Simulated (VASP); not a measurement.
# SnTe: single point with PBE

SnTe:

```
CELL_PARAMETERS angstrom
3.31969 0.00000 0.00000
-1.65984 2.87493 0.00000
0.00000 0.00000 6.40727
ATOMIC_POSITIONS crystal
Sn 0.00000 0.00000 0.50000
Te 0.00000 0.00000 0.00000
```

The cell was generated, and may not be a known phase.

```
Program                : VASP 6.6.1
Task                   : single point
Functional             : PBE
Potentials or basis    : VASP PAW PBE potentials, release 64 (Sn_d, Te)
Cutoff                 : 520 eV
k mesh                 : 18 × 18 × 10
Occupations            : gaussian, width 0.1 eV
Spin                   : no spin polarisation
Dipole correction      : no
Further INCAR settings : ALGO = Normal; EDIFF = 1e-06; NBANDS = 17
```

```json
{
 "Pressure": "0.0 GPa",
 "Band gap on the k mesh": "zero (bands 10 and 11 overlap by 5.08 eV)"
}
```

Levels at points of the mesh, in eV from the Fermi level:
| k point | band 6 | band 7 | band 8 | band 9 | band 10 | band 11 | band 12 | band 13 | band 14 | band 15 |
| --- | --- | --- | --- | --- | --- | --- | --- | --- | --- | --- |
| (0.00, 0.00, 0.00) | -13.10 | -8.93 | -5.31 | 2.80 | 2.94 | 2.94 | 6.83 | 7.78 | 7.78 | 8.89 |
| (0.50, 0.00, 0.00) | -10.48 | -5.51 | -5.19 | -2.81 | -2.77 | 0.55 | 2.73 | 4.43 | 5.46 | 5.50 |
| (0.00, 0.00, 0.50) | -13.00 | -9.61 | -2.66 | -1.31 | 3.02 | 3.02 | 7.40 | 7.40 | 8.66 | 10.09 |
| (0.50, 0.00, 0.50) | -10.43 | -6.04 | -5.31 | -3.31 | -0.11 | 0.64 | 1.78 | 4.04 | 5.22 | 5.71 |

Run time: 2.9 min on 1 thread of Intel(R) Xeon(R) Platinum 8488C (Sapphire Rapids), with other jobs on the host, peak memory 0.36 GiB.

Caveat: spin-orbit coupling is left out, which moves the levels of the heavy elements.
